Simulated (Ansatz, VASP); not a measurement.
**AlNi: VASP beside Ansatz**

```xyz
4
Lattice="2.3123 0.0000 0.0000 -1.1562 2.0025 0.0000 0.0000 0.0000 6.7583" Properties=species:S:1:pos:R:3 pbc="T T T"
Ni    0.0000    0.0000    0.0000
Ni    0.0000    0.0000    3.3792
Al    0.0000    1.3350    1.6896
Al    1.1562    0.6675    5.0687
```

Change from the starting cell: volume scaled by 0.55, PAW files.

Alike in both runs: task single point; functional PBE; k mesh 11 × 11 × 7; occupations fermi-dirac, width 0.1 eV; no spin polarisation.

|  | VASP | Ansatz |
| --- | --- | --- |
| version | VASP 6.6.1 | Ansatz 0.2.0 |
| potentials or method | VASP PAW PBE potentials, release 64 (Ni, Al) | PAW with Ansatz's default frozen-core files, scalar-relativistic |
| plane-wave cutoff (eV) | 520 | 420 |
| valence electrons in the cell | 26 | 42 |

|  | VASP | Ansatz | Ansatz less VASP |
| --- | --- | --- | --- |
| pressure (GPa) | 192.2 | 191.8 | -0.39 |
| traceless stress, the component that is largest in VASP (GPa) | -0.03 | 0.13 | +0.163 |

Both programs put the cell under a high pressure, so it lies far from rest at this level. VASP's potentials hold 26 valence electrons a cell and Ansatz's 42, so a difference there can come from the potentials and not from the codes.

Noted on VASP's run: the cell as given lies far from equilibrium.
